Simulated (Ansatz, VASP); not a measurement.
# H2C3Br: VASP beside Ansatz

The input INCAR:

```
SYSTEM = H2C3Br
ALGO = Normal
EDIFF = 1E-6
ENCUT = 520
GGA = PE
ISIF = 2
ISMEAR = 0
IVDW = 12
LASPH = .TRUE.
LCHARG = .FALSE.
LREAL = Auto
LWAVE = .FALSE.
NBANDS = 60
NELM = 60
PREC = Accurate
SIGMA = 0.1
```

Contents of KPOINTS:

```
k-points
0
G
  4 4 2
  0 0 0
```

Contents of POSCAR:

```
H2C3Br
1.0
    4.0350000000      0.0000000000      0.0000000000
    0.0000000000      5.7630000000      0.0000000000
   -2.2339833274      0.0000000000     14.2365318440
H C Br
8 12 4
Direct
    0.7431000000      0.3484000000      0.5336000000
    0.2569000000      0.8484000000      0.9664000000
    0.2569000000      0.6516000000      0.4664000000
    0.7431000000      0.1516000000      0.0336000000
    0.9878000000      0.8876000000      0.3438000000
    0.0122000000      0.3876000000      0.1562000000
    0.0122000000      0.1124000000      0.6562000000
    0.9878000000      0.6124000000      0.8438000000
    0.8482000000      0.2075000000      0.5202000000
    0.1518000000      0.7075000000      0.9798000000
    0.1518000000      0.7925000000      0.4798000000
    0.8482000000      0.2925000000      0.0202000000
    0.8477000000      0.1388000000      0.4297000000
    0.1523000000      0.6388000000      0.0703000000
    0.1523000000      0.8612000000      0.5703000000
    0.8477000000      0.3612000000      0.9297000000
    0.9945000000      0.9325000000      0.4075000000
    0.0055000000      0.4325000000      0.0925000000
    0.0055000000      0.0675000000      0.5925000000
    0.9945000000      0.5675000000      0.9075000000
    0.6403900000      0.3330100000      0.3308500000
    0.3596100000      0.8330100000      0.1691500000
    0.3596100000      0.6669900000      0.6691500000
    0.6403900000      0.1669900000      0.8308500000
```

Input for Ansatz:

```yaml
crystal:
  lattice:
    - [4.035, 0.0, 0.0]
    - [0.0, 5.763, 0.0]
    - [-2.2339833274, 0.0, 14.236531844]
  atoms:
    - { symbol: H, position: [0.7431, 0.3484, 0.5336] }
    - { symbol: H, position: [0.2569, 0.8484, 0.9664] }
    - { symbol: H, position: [0.2569, 0.6516, 0.4664] }
    - { symbol: H, position: [0.7431, 0.1516, 0.0336] }
    - { symbol: H, position: [0.9878, 0.8876, 0.3438] }
    - { symbol: H, position: [0.0122, 0.3876, 0.1562] }
    - { symbol: H, position: [0.0122, 0.1124, 0.6562] }
    - { symbol: H, position: [0.9878, 0.6124, 0.8438] }
    - { symbol: C, position: [0.8482, 0.2075, 0.5202] }
    - { symbol: C, position: [0.1518, 0.7075, 0.9798] }
    - { symbol: C, position: [0.1518, 0.7925, 0.4798] }
    - { symbol: C, position: [0.8482, 0.2925, 0.0202] }
    - { symbol: C, position: [0.8477, 0.1388, 0.4297] }
    - { symbol: C, position: [0.1523, 0.6388, 0.0703] }
    - { symbol: C, position: [0.1523, 0.8612, 0.5703] }
    - { symbol: C, position: [0.8477, 0.3612, 0.9297] }
    - { symbol: C, position: [0.9945, 0.9325, 0.4075] }
    - { symbol: C, position: [0.0055, 0.4325, 0.0925] }
    - { symbol: C, position: [0.0055, 0.0675, 0.5925] }
    - { symbol: C, position: [0.9945, 0.5675, 0.9075] }
    - { symbol: Br, position: [0.64039, 0.33301, 0.33085] }
    - { symbol: Br, position: [0.35961, 0.83301, 0.16915] }
    - { symbol: Br, position: [0.35961, 0.66699, 0.66915] }
    - { symbol: Br, position: [0.64039, 0.16699, 0.83085] }
basis:
  ecutwfc: 420
kpoints:
  mp_grid: { grid: [4, 4, 2] }
hamiltonian:
  xc: pbe
  dispersion: d3bj
scf:
  occupations: { method: gaussian, width: 0.1 }
output:
  forces: true
  stress: true
  eigenvalues: true
```

Alike in both runs: task single point; functional PBE; dispersion D3(BJ); k mesh 4 × 4 × 2; occupations gaussian, width 0.1 eV; no spin polarisation.

|  | VASP | Ansatz |
| --- | --- | --- |
| version | VASP 6.6.1 | Ansatz 0.2.0 |
| potentials or method | VASP PAW PBE potentials, release 64 (H, C, Br), cutoff 520 eV | scalar-relativistic, plane waves, PAW |
| valence electrons in the cell | 84 | 84 |

|  | VASP | Ansatz | Ansatz less VASP |
| --- | --- | --- | --- |
| gap on the k mesh at the Fermi level (eV) | 3.74 | 3.74 | +0.001 |
| least direct gap on the mesh (eV) | 3.87 | 3.87 | +0.001 |
| pressure (GPa) | 10.8 | 10.8 | -0.01 |
| traceless stress, the component that is largest in VASP (GPa) | -7.44 | -7.37 | +0.074 |
| rms of the force components (eV/Å) | 3.151 | 3.175 | +0.0239 |

Atom by atom the forces differ by 0.029 eV/Å (rms over components).
